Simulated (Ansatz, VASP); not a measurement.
One calculation of Te, two programs

INCAR

```
ALGO = Normal
EDIFF = 1E-6
ENCUT = 520
GGA = PE
ISIF = 2
ISMEAR = 0
LASPH = True
LCHARG = True
LELF = True
LREAL = False
LVHAR = True
LWAVE = False
NBANDS = 9
NELM = 80
PREC = Accurate
SIGMA = 0.15
```

KPOINTS

```
k-points
0
Gamma
  15 15 15
```

File POSCAR:

```
Te
1.0
    2.2927966143      1.3237467425      1.9397059357
   -2.2927966143      1.3237467425      1.9397059357
    0.0000000000     -2.6474934850      1.9397059358
Te
1
Direct
    0.5000000000      0.5000000000      0.5000000000
```

Input for Ansatz:

```yaml
crystal:
  lattice:
    - [2.2927966143, 1.3237467425, 1.9397059357]
    - [-2.2927966143, 1.3237467425, 1.9397059357]
    - [0.0, -2.647493485, 1.9397059358]
  atoms:
    - { symbol: Te, position: [0.5, 0.5, 0.5] }
basis:
  ecutwfc: 420
kpoints:
  mp_grid: { grid: [15, 15, 15] }
hamiltonian:
  xc: pbe
scf:
  occupations: { method: gaussian, width: 0.15 }
output:
  forces: true
  stress: true
  eigenvalues: true
```

Alike in both runs: task single point; functional PBE; k mesh 15 × 15 × 15; occupations gaussian, width 0.15 eV; no spin polarisation.

|  | VASP | Ansatz |
| --- | --- | --- |
| version | VASP 6.6.1 | Ansatz 0.2.0 |
| potentials or method | VASP PAW PBE potentials, release 64 (Te), cutoff 520 eV | scalar-relativistic, plane waves, PAW |
| valence electrons in the cell | 6 | 16 |

|  | VASP | Ansatz | Ansatz less VASP |
| --- | --- | --- | --- |
| gap on the k mesh at the Fermi level (eV) | none | none | - |
| pressure (GPa) | -3.3 | -3.2 | +0.05 |
| traceless stress, the component that is largest in VASP (GPa) | -0.30 | -0.30 | +0.001 |

A gap of «none» marks a metal or a gap that the smearing closes. The functional is the same, so the differences come from potentials, cutoffs and numerics. VASP's potentials hold 6 valence electrons a cell and Ansatz's 16, so a difference there can come from the potentials and not from the codes.

Spin-orbit coupling is off throughout.
